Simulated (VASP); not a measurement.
# Ir4O in VASP: notebook

Runs on Ir4O. Level: PBE. Tasks: relaxation of the atoms.

All numbers are computed with VASP 6.6.1; they aren't measurements. Logs are shortened: lines on timing, memory, paths and dates and some standing lists are left out, and cuts for length are marked.

## 1. The cell of the first run

The cell holds a slab with vacuum, 5 atoms: a = 2.737 Å, b = 3.870 Å, c = 19.460 Å, α = 90.00°, β = 90.00°, γ = 90.00°.

## 2. Relaxation of the atoms, PBE

File INCAR:

```
SYSTEM = Ir4O
  PREC = Accurate
  ENCUT = 520
  EDIFF = 1E-6
  ISMEAR = 0
  SIGMA = 0.1
  LREAL = .FALSE.
  LASPH = .TRUE.
  NELM = 60
  ALGO = Fast
  ISIF = 2
  LWAVE = .FALSE.
  LCHARG = .FALSE.
  LDIPOL = .TRUE.
  IDIPOL = 3
  DIPOL = 0.5 0.5 0.346
  GGA = PE
  IBRION = 2
  NSW = 36
  EDIFFG = -0.025
```

File KPOINTS:

```
regular mesh
0
G
  10 7 1
  0 0 0
```

File POSCAR:

```
Ir4O
1.0
    2.7367600872      0.0000000000      0.0000000000
    0.0000000000      3.8703632323      0.0000000000
    0.0000000000      0.0000000000     19.4599433730
Ir O
4 1
Selective dynamics
Direct
    0.5000000000      0.5000000000      0.2055504440  F F F
    0.0000000000      0.0000000000      0.2758682254  F F F
    0.5000000000      0.5000000000      0.3454282605  F F F
    0.0000000000      0.0000000000      0.4090424736  F F F
    0.1666666667      0.1250000000      0.4927234680  F F T
```

Potentials or basis: VASP PAW PBE potentials, release 64 (Ir, O).

On the command line:

```sh
> cat potpaw_PBE.64/Ir/POTCAR potpaw_PBE.64/O/POTCAR > POTCAR
> mpirun -np 1 vasp_std > vasp.out
```

OUTCAR:

```text
SYSTEM = Ir4O
   PREC = Accurate
   ENCUT = 520
   EDIFF = 1E-6
   ISMEAR = 0
   LREAL = .FALSE.
   LASPH = .TRUE.
   NELM = 60
   ISIF = 2
   GGA = PE
   IBRION = 2
   NSW = 36
   EDIFFG = -0.025

 ion  position               nearest neighbor table
   1  0.500  0.500  0.206-   3 2.72   2 2.74   2 2.74   2 2.74   2 2.74
   2  0.000  0.000  0.276-   4 2.59   3 2.73   3 2.73   3 2.73   3 2.73   1 2.74   1 2.74   1 2.74
                             1 2.74
   3  0.500  0.500  0.345-   4 2.67   4 2.67   4 2.67   4 2.67   1 2.72   2 2.73   2 2.73   2 2.73
                             2 2.73
   4  0.000  0.000  0.409-   5 1.76   2 2.59   3 2.67   3 2.67   3 2.67   3 2.67
   5  0.167  0.125  0.493-   4 1.76

  LATTYP: Found a simple orthorhombic cell.
 ALAT       =     2.7367600872
 B/A-ratio  =     1.4142135624
 C/A-ratio  =     7.1105770155

  Lattice vectors:

 A1 = (   2.7367600872,   0.0000000000,   0.0000000000)
 A2 = (   0.0000000000,   3.8703632323,   0.0000000000)
 A3 = (   0.0000000000,   0.0000000000,  19.4599433730)

Analysis of symmetry for initial positions (statically):
=====================================================================
 Subroutine PRICEL returns:
 Original cell was already a primitive cell.

 Routine SETGRP: Setting up the symmetry group for a
 simple orthorhombic supercell.

 Subroutine GETGRP returns: Found  1 space group operations
 (whereof  1 operations were pure point group operations)
 out of a pool of  8 trial point group operations.

The static configuration has the point symmetry C_1 .

Analysis of symmetry for dynamics (positions and initial velocities):
=====================================================================
 Subroutine PRICEL returns:
 Original cell was already a primitive cell.

 Routine SETGRP: Setting up the symmetry group for a
 simple orthorhombic supercell.

 Subroutine GETGRP returns: Found  1 space group operations
 (whereof  1 operations were pure point group operations)
 out of a pool of  8 trial point group operations.

The dynamic configuration has the point symmetry C_1 .

Analysis of constrained symmetry for selective dynamics:
=====================================================================
 Subroutine PRICEL returns:
 Original cell was already a primitive cell.

 Routine SETGRP: Setting up the symmetry group for a
 simple orthorhombic supercell.
[... 125 lines left out ...]
   EFERMI =   0.00;   METHOD = LEGACY
   ISMEAR =     0;   SIGMA  =   0.10  broadening in eV -4-tet -1-fermi 0-gaus
   EFERMI_NEDOS =   21; number of points for ismear=-14 and -15
   IALGO  =     68    algorithm
   IMIX   =      4    mixing-type and parameters
     AMIX     =   0.40;   BMIX     =  1.00
     AMIX_MAG =   1.60;   BMIX_MAG =  1.00
  volume/ion in A,a.u.               =      41.22       278.20
  Fermi-wavevector in a.u.,A,eV,Ry     =   0.963344  1.820456 12.626629  0.928031
  Thomas-Fermi vector in A             =   2.092881
   LORBIT       =      0    0 simple, 1 ext, 2 COOP (PROOUT), +10 PAW based schemes
   GGA     = PE    functional components
   LHFCALC =     F    Hartree Fock is set to
   AEXX    =    0.0000 exact exchange contribution
   IVDW    =     0    specifies the selected vdW correction
   LEPSILON=     F    determine dielectric tensor
   LRPA    =     F    only Hartree local field effects (RPA)
 conjugate gradient relaxation of ions
 non-spin polarized calculation
 RMM-DIIS sequential band-by-band and
 Gauss-broadening in eV      SIGMA  =   0.10
  energy-cutoff  :      520.00
  volume of cell :      206.12
 maximum number of plane-waves:      5602
   NGX = 11   NGY = 15   NGZ = 73

 dipolmoment           0.000000      0.000000     -0.031612 electrons x Angstroem

--------------------------------------- Ionic step        1  -------------------------------------------

 number of electron      41.9999996 magnetization

 Free energy of the ion-electron system (eV)
  ---------------------------------------------------
  ext. energy  EPLUGINS =         0.00000000
  ---------------------------------------------------
  free energy    TOTEN  =       -37.52369871 eV

  energy without entropy =      -37.48543044  energy(sigma->0) =      -37.50456458

------------------------ aborting loop because EDIFF is reached ----------------------------------------

  FORCE on cell =-STRESS in cart. coord.  units (eV):
  Direction    XX          YY          ZZ          XY          YZ          ZX
  --------------------------------------------------------------------------------------
  -------------------------------------------------------------------------------------
  Total       -3.1617912     -3.1435909      1.9645825     -0.0366833     -0.4235883     -0.8516743
  in kB      -24.5761439    -24.4346759     15.2704147     -0.2851343     -3.2924901     -6.6199410
  external PRESSURE =     -11.2468017 kB  Pullay stress =       0.0000000 kB
[... 65 lines left out ...]
--------------------------------------- Ionic step        3  -------------------------------------------

 number of electron      41.9999997 magnetization

 dipolmoment           0.000000      0.000000      0.119760 electrons x Angstroem

 Free energy of the ion-electron system (eV)
  ---------------------------------------------------
  ext. energy  EPLUGINS =         0.00000000
  ---------------------------------------------------
  free energy    TOTEN  =       -37.52429236 eV

  energy without entropy =      -37.48589321  energy(sigma->0) =      -37.50509279

 E-fermi :  -1.2450     XC(G=0):  -5.3590

 val. band max:       -1.2612414542   @ k =   0.5000   0.2857   0.0000
 cond. band min:      -1.2281093069   @ k =   0.2000   0.4286   0.0000
 fundamental gap:      0.0331321473
 Fermi energy:        -1.2450109039

 k-point     1 :       0.0000    0.0000    0.0000
  band No.  band energies     occupation
      1     -19.9506      2.00000
      2     -10.8830      2.00000
      3      -8.4116      2.00000
      4      -8.0717      2.00000
      5      -7.8200      2.00000
      6      -6.8575      2.00000
[... 661 lines left out ...]
     24      -0.3408      0.00000
     25       0.5329      0.00000

 [... further k-points ...]

------------------------ aborting loop because EDIFF is reached ----------------------------------------

 vacuum level on the upper side and lower side of the slab       (xc-potential included)         0.857        -1.130

  FORCE on cell =-STRESS in cart. coord.  units (eV):
  Direction    XX          YY          ZZ          XY          YZ          ZX
  --------------------------------------------------------------------------------------
  -------------------------------------------------------------------------------------
  Total       -3.2308045     -3.1969852      1.6155122     -0.0661199     -0.5148858     -0.9360266
  in kB      -25.1125746    -24.8497015     12.5571422     -0.5139406     -4.0021328     -7.2755988
  external PRESSURE =     -12.4683780 kB  Pullay stress =       0.0000000 kB
[... 20 lines left out ...]
  FREE ENERGIE OF THE ION-ELECTRON SYSTEM (eV)
  ---------------------------------------------------
  free  energy   TOTEN  =       -37.5242923619 eV

  energy  without entropy=      -37.4858932090  energy(sigma->0) =      -37.50509279

 reached required accuracy - stopping structural energy minimisation

 vacuum level on the upper side and lower side of the slab         5.730         3.684
```

OSZICAR:

```text
N       E                     dE             d eps       ncg     rms          rms(c)
DAV:   1     0.418837155655E+03    0.41884E+03   -0.17173E+04  1800   0.142E+03
DAV:   2     0.195949386312E+02   -0.39924E+03   -0.38025E+03  1883   0.420E+02
DAV:   3    -0.383385607745E+02   -0.57933E+02   -0.56537E+02  2830   0.136E+02
DAV:   4    -0.424167678374E+02   -0.40782E+01   -0.39578E+01  2331   0.383E+01
[... 62 lines left out ...]
RMM:  11    -0.375243075766E+02    0.11363E-04   -0.50654E-06  1397   0.118E-02    0.772E-02
RMM:  12    -0.375243051969E+02    0.23797E-05   -0.12286E-06  1032   0.783E-03    0.720E-02
RMM:  13    -0.375242978406E+02    0.73563E-05   -0.69739E-06  1497   0.123E-02    0.488E-02
RMM:  14    -0.375242929036E+02    0.49370E-05   -0.96551E-06  1755   0.132E-02    0.231E-02
RMM:  15    -0.375242923619E+02    0.54172E-06   -0.18906E-06  1059   0.787E-03
   3 F= -.37524292E+02 E0= -.37505093E+02  d E =-.593648E-03
```

Wall time 19 min (1 thread of Oxide Virtual Turin-like, shared host); peak memory 0.36 GiB.

Results:

| Property | Result |
| --- | --- |
| Free energy | -37.5243 eV |
| Energy gained by relaxing | 0.1 meV/atom |
| Ionic steps | 3 |
| Band gap on the k mesh | zero (bands 21 and 22 overlap by 0.99 eV) |

The path:
| step | energy change (eV) | largest force on free atoms (eV/Å) | pressure (GPa) |
| --- | --- | --- | --- |
| 1 | 0.0000 | 0.2035 | -1.12 |
| 2 | -0.0003 | 0.1300 | -1.31 |
| 3 | -0.0006 | 0.0011 | -1.25 |

Final structure:
```
Ir O
1.0
     2.73676    0.00000    0.00000
     0.00000    3.87036    0.00000
     0.00000    0.00000   19.45994
Ir O
4 1
Direct
  0.50000 0.50000 0.20555
  0.00000 0.00000 0.27587
  0.50000 0.50000 0.34543
  0.00000 0.00000 0.40904
  0.16667 0.12500 0.49302
```

Levels at points of the mesh, in eV from the Fermi level:
```csv
k point,band 18,band 19,band 20,band 21,band 22,band 23,band 24,band 25
"(0.00, 0.00, 0.00)",-1.63,-1.25,-0.96,-0.27,0.07,0.11,0.40,0.59
"(0.50, 0.00, 0.00)",-0.11,0.06,0.44,0.63,0.98,1.10,1.77,2.64
```

Caveat: spin-orbit coupling is left out, which moves the levels of the heavy elements.

## 3. Relaxation of the atoms, PBE

File INCAR:

```
PREC = Accurate
ENCUT = 520
EDIFF = 1E-7
ISMEAR = 0
SIGMA = 0.1
LREAL = F
LASPH = T
NELM = 100
ALGO = Fast
ISIF = 2
LWAVE = F
LCHARG = F
LDIPOL = T
IDIPOL = 3
DIPOL = 0.5 0.5 0.342
GGA = PE
IBRION = 2
NSW = 36
EDIFFG = -0.025
```

File KPOINTS:

```
regular mesh
0
Gamma
  10 7 1
```

Changes to POSCAR since step 2:

```diff
@@ -13,2 +13,2 @@
     0.0000000000      0.0000000000      0.4090424736  F F F
-    0.1666666667      0.1250000000      0.4927234680  F F T
+    0.3333333333      0.2500000000      0.4722401437  F F T
```

Potentials or basis: VASP PAW PBE potentials, release 64 (Ir, O).

On the command line:

```sh
> cat potpaw_PBE.64/Ir/POTCAR potpaw_PBE.64/O/POTCAR > POTCAR
> mpirun -np 1 vasp_std > vasp.out
```

Wall time 18 min (1 thread of Oxide Virtual Turin-like, shared host); peak memory 0.37 GiB.

The run converged. Its results:

| Property | Result |
| --- | --- |
| Free energy | -37.1169 eV |
| Energy gained by relaxing | 3.0 meV/atom |
| Ionic steps | 3 |
| Band gap on the k mesh | zero (bands 21 and 22 overlap by 0.89 eV) |

Step by step:
| step | energy change (eV) | largest force on free atoms (eV/Å) | pressure (GPa) |
| --- | --- | --- | --- |
| 1 | 0.0000 | 0.7494 | -0.83 |
| 2 | -0.0148 | 0.0800 | -1.36 |
| 3 | -0.0150 | 0.0005 | -1.43 |

Final structure:
```
CELL_PARAMETERS angstrom
2.73676 0.00000 0.00000
0.00000 3.87036 0.00000
0.00000 0.00000 19.45994
ATOMIC_POSITIONS crystal
Ir 0.50000 0.50000 0.20555
Ir 0.00000 0.00000 0.27587
Ir 0.50000 0.50000 0.34543
Ir 0.00000 0.00000 0.40904
O 0.33333 0.25000 0.47433
```

Levels at points of the mesh, in eV from the Fermi level:
| k point | band 17 | band 18 | band 19 | band 20 | band 21 | band 22 | band 23 | band 24 | band 25 |
| --- | --- | --- | --- | --- | --- | --- | --- | --- | --- |
| (0.00, 0.00, 0.00) | -1.65 | -1.35 | -1.19 | -0.80 | -0.43 | -0.20 | 0.06 | 0.34 | 0.80 |
| (0.50, 0.00, 0.00) | -0.43 | -0.21 | 0.21 | 0.45 | 0.66 | 0.80 | 1.06 | 1.66 | 2.58 |

Caveat: spin-orbit coupling is left out, which moves the levels of the heavy elements.

## 4. Relaxation of the atoms, PBE

File INCAR:

```
PREC = Accurate ; ENCUT = 520
EDIFF = 1E-6 ; ISMEAR = 0
SIGMA = 0.1 ; LREAL = False
LASPH = True ; NELM = 100
ALGO = Fast ; ISIF = 2
LWAVE = False ; LCHARG = False
LDIPOL = True ; IDIPOL = 3
DIPOL = 0.5 0.5 0.344 ; GGA = PE
IBRION = 2 ; NSW = 36
EDIFFG = -0.025
```

KPOINTS is that of step 3.

Changes to POSCAR since step 3:

```diff
@@ -13,2 +13,2 @@
     0.0000000000      0.0000000000      0.4090424736  F F F
-    0.3333333333      0.2500000000      0.4722401437  F F T
+    0.3333333333      0.1250000000      0.4841381134  F F T
```

On the command line:

```sh
> cat potpaw_PBE.64/Ir/POTCAR potpaw_PBE.64/O/POTCAR > POTCAR
> mpirun -np 1 vasp_std > vasp.out
```

It took 7.7 min on 1 thread of Oxide Virtual Turin-like, shared host; peak memory 0.37 GiB.

Results (log left out):

```yaml
Free_energy: -37.4900 eV
Energy_gained_by_relaxing: 0.4 meV/atom
Ionic_steps: 3
Band_gap_on_the_k_mesh: zero (bands 21 and 22 overlap by 0.90 eV)
```

Step by step:
```tsv
step	energy change (eV)	largest force on free atoms (eV/Å)	pressure (GPa)
1	0.0000	0.3505	-1.07
2	-0.0019	0.1131	-1.37
3	-0.0022	0.0000	-1.29
```

Final structure:
```cif
data_structure
_symmetry_space_group_name_H-M 'P 1'
_symmetry_Int_Tables_number 1
_cell_length_a 2.7368
_cell_length_b 3.8704
_cell_length_c 19.4599
_cell_angle_alpha 90.000
_cell_angle_beta 90.000
_cell_angle_gamma 90.000
_cell_volume 206.12
loop_
_atom_site_label
_atom_site_type_symbol
_atom_site_fract_x
_atom_site_fract_y
_atom_site_fract_z
_atom_site_occupancy
Ir1 Ir 0.50000 0.50000 0.20555 1
Ir2 Ir 0.00000 0.00000 0.27587 1
Ir3 Ir 0.50000 0.50000 0.34543 1
Ir4 Ir 0.00000 0.00000 0.40904 1
O1 O 0.33333 0.12500 0.48479 1
```

Levels at points of the mesh, in eV from the Fermi level:
```tsv
k point	band 17	band 18	band 19	band 20	band 21	band 22	band 23	band 24	band 25
(0.00, 0.00, 0.00)	-1.65	-1.64	-1.22	-0.80	-0.52	0.03	0.08	0.36	0.67
(0.50, 0.00, 0.00)	-0.32	-0.15	0.12	0.29	0.68	0.93	1.09	1.53	2.48
```

Caveat: spin-orbit coupling is left out, which moves the levels of the heavy elements.

## 5. Summary

```tsv
cell	gap on the mesh (eV)
atoms relaxed, atomic positions A	none
atoms relaxed, atomic positions B	none
atoms relaxed, atomic positions C	none
```

Alike in all rows: task relaxation of the atoms; level PBE; potentials or basis VASP PAW PBE potentials, release 64 (Ir, O); no spin polarisation; k mesh 10 × 7 × 1; cutoff (eV) 520; smearing gaussian 0.1 eV.

Caveats: spin-orbit coupling is left out, which moves the levels of the heavy elements.

Absolute energies hang on the potentials; compare differences alone.
